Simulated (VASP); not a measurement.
# CsPbCl3 (P4/mmm) in VASP: single point with PBEsol

Aim: the single point of CsPbCl3 with PBEsol.

All numbers are computed with VASP 6.6.1; they aren't measurements. Logs are shortened: lines on timing, memory, paths and dates and some standing lists are left out, and cuts for length are marked.

## (1) The cell of the first run

Symmetry: P4/mmm, No. 123, tetragonal system. Conventional cell: a = 5.515 Å, b = 5.515 Å, c = 5.790 Å, α = 90.00°, β = 90.00°, γ = 90.00°. Cs (site symmetry 4/mmm) has 12 Cl at 3.90 to 4.00 Å and 8 Pb at 4.86 Å within 5.1 Å. Within 3.6 Å of Pb (site symmetry 4/mmm) lie 6 Cl at 2.76 to 2.90 Å. Within 3.6 Å of Cl (site symmetry mmm) lie 2 Pb at 2.76 Å. Cl (site symmetry 4/mmm) has 2 Pb at 2.90 Å within 3.8 Å.

## (2) Single point, PBEsol

Input file INCAR:

```
SYSTEM = CsPbCl3
PREC = Accurate ; ENCUT = 520
EDIFF = 1E-6 ; ISMEAR = 0
SIGMA = 0.05 ; LREAL = .False.
LASPH = .True. ; NELM = 80
ALGO = Normal ; ISIF = 2
LWAVE = .False. ; LCHARG = .False.
GGA = PS ; NBANDS = 30
```

Input file KPOINTS:

```
Automatic mesh
0
Gamma
  6 6 6
  0 0 0
```

Input file POSCAR:

```
CsPbCl3
1.0
    5.5145809628      0.0000000000      0.0000000000
    0.0000000000      5.5145809628      0.0000000000
    0.0000000000      0.0000000000      5.7903100110
Cs Pb Cl
1 1 3
Direct
    0.0000000000      0.0000000000      0.0000000000
    0.5000000000      0.5000000000      0.5000000000
    0.0000000000      0.5000000000      0.5000000000
    0.5000000000      0.0000000000      0.5000000000
    0.5000000000      0.5000000000      0.0000000000
```

Potentials or basis: VASP PAW PBE potentials, release 64 (Cs_sv, Pb_d, Cl).

Command:

```sh
$ cat potpaw_PBE.64/Cs_sv/POTCAR potpaw_PBE.64/Pb_d/POTCAR potpaw_PBE.64/Cl/POTCAR > POTCAR
$ mpirun -np 1 vasp_std > vasp.out
```

OUTCAR:

```text
SYSTEM = CsPbCl3
   PREC = Accurate
   ENCUT = 520
   EDIFF = 1E-6
   ISMEAR = 0
   LREAL = .False.
   LASPH = .True.
   NELM = 80
   ISIF = 2
   GGA = PS

 ion  position               nearest neighbor table
   1  0.000  0.000  0.000-
   2  0.500  0.500  0.500-   3 2.76   4 2.76   4 2.76   3 2.76   5 2.90   5 2.90
   3  0.000  0.500  0.500-   2 2.76   2 2.76
   4  0.500  0.000  0.500-   2 2.76   2 2.76
   5  0.500  0.500  0.000-   2 2.90   2 2.90

  LATTYP: Found a simple tetragonal cell.
 ALAT       =     5.5145809628
 C/A-ratio  =     1.0500000000

  Lattice vectors:

 A1 = (   5.5145809628,   0.0000000000,   0.0000000000)
 A2 = (   0.0000000000,   5.5145809628,   0.0000000000)
 A3 = (   0.0000000000,   0.0000000000,   5.7903100110)

Analysis of symmetry for initial positions (statically):
=====================================================================
 Subroutine PRICEL returns:
 Original cell was already a primitive cell.

 Routine SETGRP: Setting up the symmetry group for a
 simple tetragonal supercell.

 Subroutine GETGRP returns: Found 16 space group operations
 (whereof 16 operations were pure point group operations)
 out of a pool of 16 trial point group operations.

The static configuration has the point symmetry D_4h.

Analysis of symmetry for dynamics (positions and initial velocities):
=====================================================================
 Subroutine PRICEL returns:
 Original cell was already a primitive cell.

 Routine SETGRP: Setting up the symmetry group for a
 simple tetragonal supercell.

 Subroutine GETGRP returns: Found 16 space group operations
 (whereof 16 operations were pure point group operations)
 out of a pool of 16 trial point group operations.

The dynamic configuration has the point symmetry D_4h.

 Subroutine INISYM returns: Found 16 space group operations
 (whereof 16 operations are pure point group operations),
 and found     1 'primitive' translations

----------------------------------------------------------------------------------------

                                     Primitive cell

  volume of cell :     176.0868

  direct lattice vectors                    reciprocal lattice vectors
     5.514580963  0.000000000  0.000000000     0.181337441  0.000000000  0.000000000
     0.000000000  5.514580963  0.000000000     0.000000000  0.181337441  0.000000000
     0.000000000  0.000000000  5.790310011     0.000000000  0.000000000  0.172702325

  length of vectors
     5.514580963  5.514580963  5.790310011     0.181337441  0.181337441  0.172702325

  position of ions in fractional coordinates (direct lattice)
     0.000000000  0.000000000  0.000000000
     0.500000000  0.500000000  0.500000000
     0.000000000  0.500000000  0.500000000
     0.500000000  0.000000000  0.500000000
     0.500000000  0.500000000  0.000000000

  ion indices of the primitive-cell ions
   primitive index   ion index
                 1           1
                 2           2
                 3           3
                 4           4
                 5           5

----------------------------------------------------------------------------------------

 KPOINTS: Automatic mesh

Automatic generation of k-mesh.
 Grid dimensions read from file:
 generate k-points for:    6    6    6

 Generating k-lattice:

  Cartesian coordinates                     Fractional coordinates (reciprocal lattice)
     0.030222907  0.000000000  0.000000000     0.166666667  0.000000000  0.000000000
     0.000000000  0.030222907  0.000000000     0.000000000  0.166666667  0.000000000
     0.000000000  0.000000000  0.028783721     0.000000000  0.000000000  0.166666667

  Length of vectors
     0.030222907  0.030222907  0.028783721

  Shift w.r.t. Gamma in fractional coordinates (k-lattice)
     0.000000000  0.000000000  0.000000000

 Subroutine IBZKPT returns following result:
 ===========================================

 Found     40 irreducible k-points:

 Following reciprocal coordinates:
            Coordinates               Weight
  0.000000  0.000000  0.000000      1.000000
  0.166667  0.000000  0.000000      4.000000
  0.333333  0.000000  0.000000      4.000000
  0.500000  0.000000  0.000000      2.000000
  0.166667  0.166667  0.000000      4.000000
  0.333333  0.166667  0.000000      8.000000
[... 16 lines left out ...]
  0.333333  0.000000  0.333333      8.000000
  0.500000  0.000000  0.333333      4.000000
 [... further k-points ...]
   k-points           NKPTS =     40   k-points in BZ     NKDIM =     40   number of bands    NBANDS=     30
   number of dos      NEDOS =    301   number of ions     NIONS =      5
   total plane-waves  NPLWV =  84672
   dimension x,y,z NGX =    42 NGY =   42 NGZ =   48
   dimension x,y,z NGXF=    84 NGYF=   84 NGZF=   96
   ions per type =               1   1   3
   NGX,Y,Z   is equivalent  to a cutoff of  12.66, 12.66, 13.78 a.u.
   NGXF,Y,Z  is equivalent  to a cutoff of  25.32, 25.32, 27.56 a.u.
 SYSTEM =  CsPbCl3
   PREC   = accura    normal or accurate (medium, high low for compatibility)
   ISTART =      0    job   : 0-new  1-cont  2-samecut
   ICHARG =      2    charge: 1-file 2-atom 10-const
   ISPIN  =      1    spin polarized calculation?
   LNONCOLLINEAR =      F non collinear calculations
   LSORBIT =      F    spin-orbit coupling
   LASPH  =      T    aspherical Exc in radial PAW
   ENCUT  =  520.0 eV  38.22 Ry    6.18 a.u.  10.25 10.25 10.77*2*pi/ulx,y,z
   NELM   =     80;   NELMIN=  2; NELMDL= -5     # of ELM steps
   EDIFF  = 0.1E-05   stopping-criterion for ELM
   LREAL  =      F    real-space projection
   EDIFFG = 0.1E-04   stopping-criterion for IOM
   NSW    =      0    number of steps for IOM
   IBRION =     -1    ionic relax: 0-MD 1-quasi-New 2-CG
   NFREE  =      0    steps in history (QN), initial steepest desc. (CG)
   ISIF   =      2    stress and relaxation
   ISYM   =      2    0-nonsym 1-usesym 2-fastsym
   POTIM  = 0.5000    time-step for ionic-motion
   TEBEG  =    0.0;   TEEND  =   0.0 temperature during run
   PSTRESS=    0.0 pullay stress
   NELECT =      44.0000    total number of electrons
   NUPDOWN=      -1.0000    fix difference up-down
   EMIN   =  10.00;   EMAX   =-10.00  energy-range for DOS
   EFERMI =   0.00;   METHOD = LEGACY
   ISMEAR =     0;   SIGMA  =   0.05  broadening in eV -4-tet -1-fermi 0-gaus
   EFERMI_NEDOS =   21; number of points for ismear=-14 and -15
   IALGO  =     38    algorithm
   IMIX   =      4    mixing-type and parameters
     AMIX     =   0.40;   BMIX     =  1.00
     AMIX_MAG =   1.60;   BMIX_MAG =  1.00
  volume/ion in A,a.u.               =      35.22       237.66
  Fermi-wavevector in a.u.,A,eV,Ry     =   1.031138  1.948568 14.466333  1.063245
  Thomas-Fermi vector in A             =   2.165271
   LORBIT       =      0    0 simple, 1 ext, 2 COOP (PROOUT), +10 PAW based schemes
   GGA     = PS    functional components
   LHFCALC =     F    Hartree Fock is set to
   AEXX    =    0.0000 exact exchange contribution
   IVDW    =     0    specifies the selected vdW correction
   LEPSILON=     F    determine dielectric tensor
   LRPA    =     F    only Hartree local field effects (RPA)
 non-spin polarized calculation
 Gauss-broadening in eV      SIGMA  =   0.05
  energy-cutoff  :      520.00
  volume of cell :      176.09
 maximum number of plane-waves:      4776
 NGX is ok and might be reduce to    42
   NGX = 21   NGY = 21   NGZ = 21

 number of electron      43.9999989 magnetization

 Free energy of the ion-electron system (eV)
  ---------------------------------------------------
  ext. energy  EPLUGINS =         0.00000000
  ---------------------------------------------------
  free energy    TOTEN  =       -18.33747921 eV

  energy without entropy =      -18.33747921  energy(sigma->0) =      -18.33747921

 E-fermi :   2.0151     XC(G=0):  -8.0081

 val. band max:        1.7486110492   @ k =   0.5000   0.5000   0.5000
 cond. band min:       3.2917514994   @ k =   0.5000   0.5000   0.5000
 fundamental gap:      1.5431404502
 Fermi energy:         2.0151387008

 k-point     1 :       0.0000    0.0000    0.0000
  band No.  band energies     occupation
      1     -19.6325      2.00000
      2     -15.1138      2.00000
      3     -15.0313      2.00000
      4     -14.8077      2.00000
      5     -14.8077      2.00000
      6     -14.7933      2.00000
[... 22 lines left out ...]
     29       7.3074      0.00000
     30       8.0916      0.00000

 k-point     2 :       0.1667    0.0000    0.0000
  band No.  band energies     occupation
      1     -19.6318      2.00000
      2     -15.0935      2.00000
      3     -15.0172      2.00000
      4     -14.8082      2.00000
      5     -14.8077      2.00000
      6     -14.7938      2.00000
[... 22 lines left out ...]
     29       7.3194      0.00000
     30       7.4662      0.00000

 k-point     3 :       0.3333    0.0000    0.0000
  band No.  band energies     occupation
      1     -19.6304      2.00000
      2     -15.0727      2.00000
      3     -14.9658      2.00000
      4     -14.8092      2.00000
      5     -14.8077      2.00000
      6     -14.7948      2.00000
[... 22 lines left out ...]
     29       7.1478      0.00000
     30       7.9658      0.00000

 k-point     4 :       0.5000    0.0000    0.0000
  band No.  band energies     occupation
      1     -19.6297      2.00000
      2     -15.0684      2.00000
      3     -14.9324      2.00000
      4     -14.8097      2.00000
      5     -14.8076      2.00000
      6     -14.7953      2.00000
[... 616 lines left out ...]
     29       7.4051      0.00000
     30       8.0744      0.00000

 k-point    23 :       0.3333    0.0000    0.3333
  band No.  band energies     occupation
      1     -19.6294      2.00000
      2     -15.0645      2.00000
      3     -14.9238      2.00000
      4     -14.8099      2.00000
      5     -14.8084      2.00000
      6     -14.7948      2.00000
[... 22 lines left out ...]
     29       7.6632      0.00000
     30       7.8280      0.00000

 k-point    24 :       0.5000    0.0000    0.3333
  band No.  band energies     occupation
      1     -19.6288      2.00000
      2     -15.0566      2.00000
      3     -14.8907      2.00000
      4     -14.8104      2.00000
      5     -14.8083      2.00000
      6     -14.7953      2.00000
[... 22 lines left out ...]
     29       7.7809      0.00000
     30       8.0472      0.00000

 [... further k-points ...]
[... 5 lines left out ...]
  --------------------------------------------------------------------------------------
  -------------------------------------------------------------------------------------
  Total        1.1939633      1.1939633     -1.4265208      0.0000000     -0.0000000      0.0000000
  in kB       10.8636236     10.8636236    -12.9796163      0.0000000     -0.0000000      0.0000000
  external PRESSURE =       2.9158769 kB  Pullay stress =       0.0000000 kB

 VOLUME and BASIS-vectors are now :
 -----------------------------------------------------------------------------
  energy-cutoff  :      520.00
  volume of cell :      176.09
      direct lattice vectors                 reciprocal lattice vectors
     5.514580963  0.000000000  0.000000000     0.181337441  0.000000000  0.000000000
     0.000000000  5.514580963  0.000000000     0.000000000  0.181337441  0.000000000
     0.000000000  0.000000000  5.790310011     0.000000000  0.000000000  0.172702325

 POSITION                                       TOTAL-FORCE (eV/Angst)
 -----------------------------------------------------------------------------------
      0.00000      0.00000      0.00000         0.000000      0.000000      0.000000
      2.75729      2.75729      2.89516         0.000000      0.000000      0.000000
      0.00000      2.75729      2.89516         0.000000      0.000000      0.000000
      2.75729      0.00000      2.89516         0.000000      0.000000      0.000000
      2.75729      2.75729      0.00000         0.000000      0.000000      0.000000
 -----------------------------------------------------------------------------------
    total drift:                                0.000000     -0.000000     -0.000000

  FREE ENERGIE OF THE ION-ELECTRON SYSTEM (eV)
  ---------------------------------------------------
  free  energy   TOTEN  =       -18.3374792097 eV

  energy  without entropy=      -18.3374792097  energy(sigma->0) =      -18.33747921
```

Run time: 5.8 min. Hardware: 1 thread of Intel Xeon 8259CL, shared host; peak memory 0.39 GiB.

Results:

| Quantity | Value |
| --- | --- |
| Free energy | -18.3375 eV |
| Pressure | 0.3 GPa |
| Band gap on the k mesh | 1.54 eV, direct |

Levels at points of the mesh, in eV from the valence-band top:
| k point | band 18 | band 19 | band 20 | band 21 | band 22 | band 23 | band 24 | band 25 | band 26 | band 27 |
| --- | --- | --- | --- | --- | --- | --- | --- | --- | --- | --- |
| (0.00, 0.00, 0.00) | -2.67 | -2.67 | -2.57 | -2.54 | -2.54 | 3.17 | 4.10 | 4.23 | 5.02 | 5.02 |
| (0.50, 0.00, 0.00) | -2.82 | -2.78 | -2.70 | -2.64 | -1.61 | 2.98 | 4.59 | 4.77 | 5.19 | 5.40 |
| (0.50, 0.50, 0.00) | -2.80 | -2.77 | -2.77 | -2.23 | -0.64 | 2.41 | 2.41 | 4.29 | 5.30 | 5.73 |
| (0.00, 0.00, 0.50) | -2.70 | -2.70 | -2.67 | -2.67 | -1.93 | 2.76 | 4.47 | 4.92 | 5.39 | 5.44 |
| (0.50, 0.00, 0.50) | -2.90 | -2.78 | -2.78 | -2.27 | -0.93 | 2.20 | 2.56 | 5.06 | 5.25 | 5.59 |
| (0.50, 0.50, 0.50) | -2.77 | -2.25 | -2.25 | -2.23 | 0.00 | 1.54 | 1.90 | 1.90 | 4.94 | 5.41 |

Caveat: the PAW data sets were made with another functional, which shifts forces and pressure a little; spin-orbit coupling is left out, which moves the levels of the heavy elements.
